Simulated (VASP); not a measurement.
# Al2Cu (I4/mcm) in VASP: further runs

The runs below take Al2Cu through single point, with PBEsol.

Program: VASP 6.6.1. These are calculated values, not measurements. Logs are shortened: lines on timing, memory, paths and dates and some standing lists are left out, and cuts for length are marked.

## 1. The cell of the first run

Symmetry: I4/mcm, No. 140, tetragonal system. The conventional cell has a = 5.873 Å, b = 5.873 Å, c = 4.898 Å, α = 90.00°, β = 90.00°, γ = 90.00°. Within 3.3 Å of Al (site symmetry m2m) lie 4 Cu at 2.52 Å and 11 Al at 2.67 to 3.12 Å. Within 3.2 Å of Cu (site symmetry 422) lie 2 Cu at 2.45 Å and 8 Al at 2.52 Å.

## 2. Single point, PBEsol (biaxial strain in the a-b plane: -2.0 %, then relaxed in part)

File INCAR:

```
SYSTEM = Al2Cu
ALGO = Fast
EDIFF = 1E-7
ENCUT = 520
GGA = PS
ISIF = 2
ISMEAR = 0
LASPH = .True.
LCHARG = .False.
LREAL = .False.
LWAVE = .False.
NBANDS = 46
NELM = 60
PREC = Accurate
SIGMA = 0.1
```

File KPOINTS:

```
k-points
0
Gamma
  6 6 8
  0 0 0
```

File POSCAR:

```
Al2Cu
1.0
    5.8725030388      0.0000000000      0.0000000000
    0.0000000000      5.8725030388      0.0000000000
    0.0000000000      0.0000000000      4.8976083923
Al Cu
8 4
Direct
    0.1605467554      0.3394532446      0.0000000000
    0.1605467554      0.6605467554      0.5000000000
    0.8394532446      0.3394532446      0.5000000000
    0.8394532446      0.6605467554      0.0000000000
    0.6605467554      0.8394532446      0.5000000000
    0.6605467554      0.1605467554      0.0000000000
    0.3394532446      0.8394532446      0.0000000000
    0.3394532446      0.1605467554      0.5000000000
    0.0000000000      0.0000000000      0.7500000000
    0.0000000000      0.0000000000      0.2500000000
    0.5000000000      0.5000000000      0.2500000000
    0.5000000000      0.5000000000      0.7500000000
```

Potentials or basis: VASP PAW PBE potentials, release 64 (Al, Cu).

Launch:

```
$ cat potpaw_PBE.64/Al/POTCAR potpaw_PBE.64/Cu/POTCAR > POTCAR
$ mpirun -np 1 vasp_std > vasp.out
```

OUTCAR:

```text
SYSTEM = Al2Cu
   EDIFF = 1E-7
   ENCUT = 520
   GGA = PS
   ISIF = 2
   ISMEAR = 0
   LASPH = .True.
   LREAL = .False.
   NELM = 60
   PREC = Accurate

 ion  position               nearest neighbor table
   1  0.161  0.339  0.000-   9 2.52  10 2.52  11 2.52  12 2.52   4 2.67   8 2.86   8 2.86   3 3.09
                             2 3.09   3 3.09   2 3.09   6 3.12   7 3.12   7 3.12   6 3.12
   2  0.161  0.661  0.500-   9 2.52  10 2.52  11 2.52  12 2.52   3 2.67   7 2.86   7 2.86   1 3.09
                             1 3.09   4 3.09   4 3.09   8 3.12   5 3.12   8 3.12   5 3.12
   3  0.839  0.339  0.500-   9 2.52  10 2.52  11 2.52  12 2.52   2 2.67   6 2.86   6 2.86   1 3.09
                             1 3.09   4 3.09   4 3.09   8 3.12   5 3.12   5 3.12   8 3.12
   4  0.839  0.661  0.000-   9 2.52  10 2.52  11 2.52  12 2.52   1 2.67   5 2.86   5 2.86   2 3.09
                             2 3.09   3 3.09   3 3.09   7 3.12   6 3.12   6 3.12   7 3.12
   5  0.661  0.839  0.500-   9 2.52  10 2.52  11 2.52  12 2.52   8 2.67   4 2.86   4 2.86   6 3.09
                             7 3.09   6 3.09   7 3.09   3 3.12   2 3.12   3 3.12   2 3.12
   6  0.661  0.161  0.000-   9 2.52  10 2.52  11 2.52  12 2.52   7 2.67   3 2.86   3 2.86   8 3.09
                             5 3.09   5 3.09   8 3.09   1 3.12   4 3.12   4 3.12   1 3.12
   7  0.339  0.839  0.000-   9 2.52  10 2.52  11 2.52  12 2.52   6 2.67   2 2.86   2 2.86   8 3.09
                             5 3.09   5 3.09   8 3.09   1 3.12   4 3.12   1 3.12   4 3.12
   8  0.339  0.161  0.500-   9 2.52  10 2.52  11 2.52  12 2.52   5 2.67   1 2.86   1 2.86   7 3.09
                             6 3.09   6 3.09   7 3.09   2 3.12   3 3.12   2 3.12   3 3.12
   9  0.000  0.000  0.750-  10 2.45  10 2.45   3 2.52   4 2.52   5 2.52   6 2.52   7 2.52   8 2.52
                             1 2.52   2 2.52
  10  0.000  0.000  0.250-   9 2.45   9 2.45   3 2.52   4 2.52   5 2.52   6 2.52   7 2.52   8 2.52
                             1 2.52   2 2.52
  11  0.500  0.500  0.250-  12 2.45  12 2.45   3 2.52   4 2.52   5 2.52   6 2.52   7 2.52   8 2.52
                             1 2.52   2 2.52
  12  0.500  0.500  0.750-  11 2.45  11 2.45   3 2.52   4 2.52   5 2.52   6 2.52   7 2.52   8 2.52
                             1 2.52   2 2.52

  LATTYP: Found a simple tetragonal cell.
 ALAT       =     5.8725030388
 C/A-ratio  =     0.8339899290

  Lattice vectors:

 A1 = (   5.8725030388,   0.0000000000,   0.0000000000)
 A2 = (   0.0000000000,   5.8725030388,   0.0000000000)
 A3 = (   0.0000000000,   0.0000000000,   4.8976083923)

Analysis of symmetry for initial positions (statically):
=====================================================================
 Subroutine PRICEL returns following result:

  LATTYP: Found a body centered tetragonal cell.
 ALAT       =     5.8725030388
 C/A-ratio  =     0.8339899290

  Lattice vectors:

 A1 = (  -2.9362515194,  -2.9362515194,  -2.4488041961)
 A2 = (   2.9362515194,   2.9362515194,  -2.4488041962)
 A3 = (   2.9362515194,  -2.9362515194,   2.4488041961)

   2 primitive cells build up your supercell.

 Routine SETGRP: Setting up the symmetry group for a
 simple tetragonal supercell.

 Subroutine GETGRP returns: Found 16 space group operations
 (whereof  8 operations were pure point group operations)
 out of a pool of 16 trial point group operations.

The static configuration has the point symmetry C_4h.
 The point group associated with its full space group is D_4h.

Analysis of symmetry for dynamics (positions and initial velocities):
=====================================================================
 Subroutine PRICEL returns following result:

  LATTYP: Found a body centered tetragonal cell.
 ALAT       =     5.8725030388
 C/A-ratio  =     0.8339899290

  Lattice vectors:

 A1 = (  -2.9362515194,  -2.9362515194,  -2.4488041961)
 A2 = (   2.9362515194,   2.9362515194,  -2.4488041962)
 A3 = (   2.9362515194,  -2.9362515194,   2.4488041961)

   2 primitive cells build up your supercell.

 Routine SETGRP: Setting up the symmetry group for a
 simple tetragonal supercell.

 Subroutine GETGRP returns: Found 16 space group operations
 (whereof  8 operations were pure point group operations)
 out of a pool of 16 trial point group operations.

[... 36 lines left out ...]
                 6          10

----------------------------------------------------------------------------------------

 KPOINTS: k-points

Automatic generation of k-mesh.
 Grid dimensions read from file:
 generate k-points for:    6    6    8

 Generating k-lattice:

  Cartesian coordinates                     Fractional coordinates (reciprocal lattice)
     0.028380857  0.000000000  0.000000000     0.166666667  0.000000000  0.000000000
     0.000000000  0.028380857  0.000000000     0.000000000  0.166666667  0.000000000
     0.000000000  0.000000000  0.025522661     0.000000000  0.000000000  0.125000000

  Length of vectors
[... 32 lines left out ...]
   ISTART =      0    job   : 0-new  1-cont  2-samecut
   ICHARG =      2    charge: 1-file 2-atom 10-const
   ISPIN  =      1    spin polarized calculation?
   LNONCOLLINEAR =      F non collinear calculations
   LSORBIT =      F    spin-orbit coupling
   LASPH  =      T    aspherical Exc in radial PAW
   ENCUT  =  520.0 eV  38.22 Ry    6.18 a.u.  10.92 10.92  9.11*2*pi/ulx,y,z
   NELM   =     60;   NELMIN=  2; NELMDL= -5     # of ELM steps
   EDIFF  = 0.1E-06   stopping-criterion for ELM
   LREAL  =      F    real-space projection
   EDIFFG = 0.1E-05   stopping-criterion for IOM
   NSW    =      0    number of steps for IOM
   IBRION =     -1    ionic relax: 0-MD 1-quasi-New 2-CG
   NFREE  =      0    steps in history (QN), initial steepest desc. (CG)
   ISIF   =      2    stress and relaxation
   ISYM   =      2    0-nonsym 1-usesym 2-fastsym
   POTIM  = 0.5000    time-step for ionic-motion
   TEBEG  =    0.0;   TEEND  =   0.0 temperature during run
   PSTRESS=    0.0 pullay stress
   NELECT =      68.0000    total number of electrons
   NUPDOWN=      -1.0000    fix difference up-down
   EMIN   =  10.00;   EMAX   =-10.00  energy-range for DOS
   EFERMI =   0.00;   METHOD = LEGACY
   ISMEAR =     0;   SIGMA  =   0.10  broadening in eV -4-tet -1-fermi 0-gaus
   EFERMI_NEDOS =   21; number of points for ismear=-14 and -15
   IALGO  =     68    algorithm
   IMIX   =      4    mixing-type and parameters
     AMIX     =   0.40;   BMIX     =  1.00
     AMIX_MAG =   1.60;   BMIX_MAG =  1.00
  volume/ion in A,a.u.               =      14.08        94.98
  Fermi-wavevector in a.u.,A,eV,Ry     =   1.208837  2.284370 19.882003  1.461286
  Thomas-Fermi vector in A             =   2.344432
   LORBIT       =      0    0 simple, 1 ext, 2 COOP (PROOUT), +10 PAW based schemes
   GGA     = PS    functional components
   LHFCALC =     F    Hartree Fock is set to
   AEXX    =    0.0000 exact exchange contribution
   IVDW    =     0    specifies the selected vdW correction
   LEPSILON=     F    determine dielectric tensor
   LRPA    =     F    only Hartree local field effects (RPA)
 non-spin polarized calculation
 RMM-DIIS sequential band-by-band and
 Gauss-broadening in eV      SIGMA  =   0.10
  energy-cutoff  :      520.00
  volume of cell :      168.90
 maximum number of plane-waves:      4596
 NGX is ok and might be reduce to    48
   NGX = 21   NGY = 21   NGZ = 19

 number of electron      67.9999954 magnetization

 Free energy of the ion-electron system (eV)
  ---------------------------------------------------
  ext. energy  EPLUGINS =         0.00000000
  ---------------------------------------------------
  free energy    TOTEN  =       -51.91112495 eV

  energy without entropy =      -51.89420622  energy(sigma->0) =      -51.90266558

 E-fermi :   8.5234     XC(G=0): -11.1910

 val. band max:        8.5115559971   @ k =   0.5000   0.5000   0.3750
 cond. band min:       8.5417891666   @ k =   0.3333   0.0000   0.1250
 fundamental gap:      0.0302331696
 Fermi energy:         8.5234049029

 k-point     1 :       0.0000    0.0000    0.0000
  band No.  band energies     occupation
      1      -2.6354      2.00000
      2       1.3067      2.00000
      3       1.4286      2.00000
      4       1.5854      2.00000
      5       1.5854      2.00000
      6       2.7768      2.00000
[... 1165 lines left out ...]
     45      12.9206      0.00000
     46      12.9206      0.00000

 [... further k-points ...]
[... 5 lines left out ...]
  --------------------------------------------------------------------------------------
  -------------------------------------------------------------------------------------
  Total        5.3483632      5.3483632      0.3265461      0.0000000     -0.0000000      0.0000000
  in kB       50.7342122     50.7342122      3.0975942      0.0000000     -0.0000000      0.0000000
  external PRESSURE =      34.8553395 kB  Pullay stress =       0.0000000 kB

 VOLUME and BASIS-vectors are now :
 -----------------------------------------------------------------------------
  energy-cutoff  :      520.00
  volume of cell :      168.90
      direct lattice vectors                 reciprocal lattice vectors
     5.872503039  0.000000000  0.000000000     0.170285140  0.000000000  0.000000000
     0.000000000  5.872503039  0.000000000     0.000000000  0.170285140  0.000000000
     0.000000000  0.000000000  4.897608392     0.000000000  0.000000000  0.204181290

 POSITION                                       TOTAL-FORCE (eV/Angst)
 -----------------------------------------------------------------------------------
      0.94281      1.99344      0.00000        -0.000829      0.000829     -0.000000
      0.94281      3.87906      2.44880        -0.000829     -0.000829     -0.000000
      4.92969      1.99344      2.44880         0.000829      0.000829     -0.000000
      4.92969      3.87906      0.00000         0.000829     -0.000829     -0.000000
      3.87906      4.92969      2.44880        -0.000829      0.000829      0.000000
      3.87906      0.94281      0.00000        -0.000829     -0.000829     -0.000000
      1.99344      4.92969      0.00000         0.000829      0.000829     -0.000000
      1.99344      0.94281      2.44880         0.000829     -0.000829     -0.000000
      0.00000      0.00000      3.67321         0.000000      0.000000      0.000000
      0.00000      0.00000      1.22440        -0.000000     -0.000000      0.000000
      2.93625      2.93625      1.22440         0.000000     -0.000000      0.000000
      2.93625      2.93625      3.67321        -0.000000     -0.000000      0.000000
 -----------------------------------------------------------------------------------
    total drift:                                0.000000     -0.000000     -0.000000

  FREE ENERGIE OF THE ION-ELECTRON SYSTEM (eV)
  ---------------------------------------------------
  free  energy   TOTEN  =       -51.9111249504 eV

  energy  without entropy=      -51.8942062157  energy(sigma->0) =      -51.90266558
```

Run time: 5.8 min. Hardware: 1 thread of Intel Xeon 6975P-C (Granite Rapids), shared host; peak memory 0.45 GiB.

What came out:

```
Free energy            : -51.9111 eV
Pressure               : 3.5 GPa
Band gap on the k mesh : zero (bands 34 and 35 overlap by 2.02 eV)
```

Levels at points of the mesh, in eV from the Fermi level:
```csv
k point,band 30,band 31,band 32,band 33,band 34,band 35,band 36,band 37,band 38,band 39
"(0.00, 0.00, 0.00)",-1.79,-1.74,-1.43,-1.43,-0.94,-0.13,0.08,1.39,1.41,1.41
"(0.50, 0.00, 0.00)",-2.17,-1.22,-1.22,-0.11,-0.11,0.23,0.23,1.40,1.40,2.06
"(0.50, 0.50, 0.00)",-1.38,-1.35,-1.35,-0.91,-0.91,-0.79,-0.79,1.09,1.09,1.57
"(0.00, 0.00, 0.50)",-3.09,-0.73,-0.73,-0.73,-0.73,-0.62,-0.62,0.44,0.44,2.94
"(0.50, 0.00, 0.50)",-2.69,-2.69,-2.69,0.35,0.35,0.35,0.35,4.00,4.00,4.00
"(0.50, 0.50, 0.50)",0.60,0.60,0.60,0.82,0.82,0.82,0.82,2.05,2.05,2.05
```

Caveat: the cell differs from its parent crystal (biaxial strain in the a-b plane: -2.0 %, then relaxed in part); the cell stands under pressure; the PAW data sets were made with another functional, which shifts forces and pressure a little.

## 3. Single point, PBEsol (biaxial strain in the a-b plane: -1.0 %, then relaxed in part)

File INCAR:

```
SYSTEM = Al2Cu
PREC = Accurate
ENCUT = 520
EDIFF = 1E-7
ISMEAR = 0
SIGMA = 0.1
LREAL = .FALSE.
LASPH = .TRUE.
NELM = 100
ALGO = Fast
ISIF = 2
LWAVE = .FALSE.
LCHARG = .FALSE.
GGA = PS
NBANDS = 46
```

File KPOINTS:

```
Automatic mesh
0
G
  6 6 8
  0 0 0
```

File POSCAR:

```
Al2Cu
1.0
    5.9324265392      0.0000000000      0.0000000000
    0.0000000000      5.9324265392      0.0000000000
    0.0000000000      0.0000000000      4.8478533755
Al Cu
8 4
Direct
    0.1594244420      0.3405755580      0.0000000000
    0.1594244420      0.6594244420      0.5000000000
    0.8405755580      0.3405755580      0.5000000000
    0.8405755580      0.6594244420      0.0000000000
    0.6594244420      0.8405755580      0.5000000000
    0.6594244420      0.1594244420      0.0000000000
    0.3405755580      0.8405755580      0.0000000000
    0.3405755580      0.1594244420      0.5000000000
    0.0000000000      0.0000000000      0.7500000000
    0.0000000000      0.0000000000      0.2500000000
    0.5000000000      0.5000000000      0.2500000000
    0.5000000000      0.5000000000      0.7500000000
```

Potentials or basis: VASP PAW PBE potentials, release 64 (Al, Cu).

Launch:

```
$ cat potpaw_PBE.64/Al/POTCAR potpaw_PBE.64/Cu/POTCAR > POTCAR
$ mpirun -np 1 vasp_std > vasp.out
```

It took 4.9 min on 1 thread of Intel Xeon 6975P-C (Granite Rapids), shared host; peak memory 0.45 GiB.

Results (log left out):

- Free energy: -51.9958 eV
- Pressure: 2.1 GPa
- Band gap on the k mesh: zero (bands 34 and 35 overlap by 1.96 eV)

Forces in eV/Å, atoms in the order of the input:
```
Al  -0.002  0.002  0.000
Al  -0.002 -0.002  0.000
Al   0.002  0.002  0.000
Al   0.002 -0.002  0.000
Al  -0.002  0.002  0.000
Al  -0.002 -0.002  0.000
Al   0.002  0.002  0.000
Al   0.002 -0.002  0.000
Cu   0.000  0.000  0.000
Cu   0.000  0.000  0.000
Cu   0.000  0.000  0.000
Cu   0.000  0.000  0.000
```

Stress tensor (GPa, compression positive):
```
3.02 0.00 0.00
0.00 3.02 0.00
0.00 0.00 0.30
```

Levels at points of the mesh, in eV from the Fermi level:
```tsv
k point	band 31	band 32	band 33	band 34	band 35	band 36	band 37	band 38
(0.00, 0.00, 0.00)	-1.58	-1.35	-1.35	-0.90	-0.21	0.03	1.47	1.47
(0.50, 0.00, 0.00)	-1.35	-1.35	-0.07	-0.07	0.32	0.32	1.45	1.45
(0.50, 0.50, 0.00)	-1.34	-1.34	-0.89	-0.89	-0.80	-0.80	0.92	0.92
(0.00, 0.00, 0.50)	-0.78	-0.78	-0.78	-0.78	-0.74	-0.74	0.31	0.31
(0.50, 0.00, 0.50)	-2.69	-2.69	0.27	0.27	0.27	0.27	4.15	4.15
(0.50, 0.50, 0.50)	0.48	0.48	0.76	0.76	0.76	0.76	1.93	1.93
```

Caveat: the cell differs from its parent crystal (biaxial strain in the a-b plane: -1.0 %, then relaxed in part); the PAW data sets were made with another functional, which shifts forces and pressure a little.

## 4. Single point, PBEsol (biaxial strain in the a-b plane: -1.0 %)

File INCAR:

```
SYSTEM = Al2Cu
PREC     = Accurate       ! precision mode
ENCUT    = 520            ! plane-wave cutoff, eV
EDIFF    = 1E-6           ! SCF threshold, eV
ISMEAR   = 0              ! smearing method
SIGMA    = 0.1            ! smearing width, eV
LREAL    = .False.        ! projectors in reciprocal space
LASPH    = .True.         ! aspherical terms in the spheres
NELM     = 60             ! most SCF steps
ALGO     = Fast           ! electronic algorithm
ISIF     = 2              ! what is computed and relaxed
LWAVE    = .False.        ! write WAVECAR
LCHARG   = .False.        ! write CHGCAR
GGA      = PS             ! functional
NBANDS   = 46             ! bands
```

File KPOINTS:

```
regular mesh
0
Gamma
  6 6 8
  0 0 0
```

File POSCAR:

```
Al2Cu
1.0
    5.9324265392      0.0000000000      0.0000000000
    0.0000000000      5.9324265392      0.0000000000
    0.0000000000      0.0000000000      4.8576737762
Al Cu
8 4
Direct
    0.1593393174      0.3406606826      0.0000000000
    0.1593393174      0.6593393174      0.5000000000
    0.8406606826      0.3406606826      0.5000000000
    0.8406606826      0.6593393174      0.0000000000
    0.6593393174      0.8406606826      0.5000000000
    0.6593393174      0.1593393174      0.0000000000
    0.3406606826      0.8406606826      0.0000000000
    0.3406606826      0.1593393174      0.5000000000
    0.0000000000      0.0000000000      0.7500000000
    0.0000000000      0.0000000000      0.2500000000
    0.5000000000      0.5000000000      0.2500000000
    0.5000000000      0.5000000000      0.7500000000
```

Launch:

```
$ cat potpaw_PBE.64/Al/POTCAR potpaw_PBE.64/Cu/POTCAR > POTCAR
$ mpirun -np 1 vasp_std > vasp.out
```

Run time: 4.8 min. Hardware: 1 thread of Intel Xeon 6975P-C (Granite Rapids), shared host; peak memory 0.45 GiB.

It converged, with:

- Free energy: -51.9960 eV
- Pressure: 1.8 GPa
- Largest force: 0.013 eV/Å
- Band gap on the k mesh: zero (bands 34 and 35 overlap by 1.97 eV)

Forces in eV/Å, atoms in the order of the input:
```
Al   0.009 -0.009  0.000
Al   0.009  0.009  0.000
Al  -0.009 -0.009  0.000
Al  -0.009  0.009  0.000
Al   0.009 -0.009  0.000
Al   0.009  0.009  0.000
Al  -0.009 -0.009  0.000
Al  -0.009  0.009  0.000
Cu   0.000  0.000  0.000
Cu   0.000  0.000  0.000
Cu   0.000  0.000  0.000
Cu   0.000  0.000  0.000
```

Stress tensor (GPa, compression positive):
```
 2.77  0.00  0.00
 0.00  2.77  0.00
 0.00  0.00 -0.25
```

Levels at points of the mesh, in eV from the Fermi level:
```
           k point  band 32  band 33  band 34  band 35  band 36  band 37
(0.00, 0.00, 0.00)    -1.35    -1.35    -0.90    -0.21     0.03     1.46
(0.50, 0.00, 0.00)    -1.33    -0.06    -0.06     0.31     0.31     1.44
(0.50, 0.50, 0.00)    -1.33    -0.89    -0.89    -0.80    -0.80     0.94
(0.00, 0.00, 0.50)    -0.77    -0.77    -0.77    -0.73    -0.73     0.33
(0.50, 0.00, 0.50)    -2.68     0.28     0.28     0.28     0.28     4.15
(0.50, 0.50, 0.50)     0.49     0.77     0.77     0.77     0.77     1.94
```

Caveat: the cell differs from its parent crystal (biaxial strain in the a-b plane: -1.0 %); the PAW data sets were made with another functional, which shifts forces and pressure a little.

## 5. Overview

| cell | further INCAR settings | gap on the mesh (eV) | pressure (GPa) |
| --- | --- | --- | --- |
| a = 5.873, b = 5.873, c = 4.898 Å, 12 atoms, atomic positions A | ALGO = Fast; EDIFF = 1e-07; NBANDS = 46 | none | 3.5 |
| a = 5.932, b = 5.932, c = 4.848 Å, 12 atoms, atomic positions B | ALGO = Fast; EDIFF = 1e-07; NBANDS = 46 | none | 2.1 |
| a = 5.932, b = 5.932, c = 4.858 Å, 12 atoms, atomic positions C | ALGO = Fast; EDIFF = 1e-06; NBANDS = 46 | none | 1.8 |

Alike in all rows: task single point; level PBEsol; potentials or basis VASP PAW PBE potentials, release 64 (Al, Cu); no spin polarisation; k mesh 6 × 6 × 8; cutoff (eV) 520; smearing gaussian 0.1 eV.

Caveats: the PAW data sets were made with another functional, which shifts forces and pressure a little; the cell stands under pressure (at least some runs).

Absolute energies hang on the potentials; compare differences alone.

The gap in the log of VASP goes by the Fermi energy; the results here count the filled bands.